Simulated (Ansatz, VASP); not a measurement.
**One calculation of CoSi2, two programs**

```
Co Si
1.0
     0.00000    2.81394    2.61294
     2.81394    0.00000    2.61294
     2.81394    2.81394    0.00000
Co Si
1 2
Direct
  0.00000 0.00000 0.00000
  0.25000 0.25000 0.25000
  0.75000 0.75000 0.75000
```

Change from the starting cell: strain +0.050 along x and y, -0.025 along z, atoms carried along.

Alike in both runs: task single point; functional PBE; k mesh 16 × 16 × 16; occupations gaussian, width 0.15 eV; no spin polarisation.

|  | VASP | Ansatz |
| --- | --- | --- |
| version | VASP 6.6.1 | Ansatz 0.2.0 |
| potentials or method | VASP PAW PBE potentials, release 64 (Co, Si), cutoff 520 eV | scalar-relativistic, plane waves, PAW |
| valence electrons in the cell | 17 | 25 |

```csv
,VASP,Ansatz,Ansatz less VASP
gap on the k mesh at the Fermi level (eV),none,none,-
pressure (GPa),-10.7,-10.6,+0.16
"traceless stress, the component that is largest in VASP (GPa)",4.28,4.31,+0.022
```

A gap of «none» marks a metal or a gap that the smearing closes. With one functional, cell and mesh, what is left measures potentials, basis and numerics. VASP's potentials hold 17 valence electrons a cell and Ansatz's 25, so a difference there can come from the potentials and not from the codes.
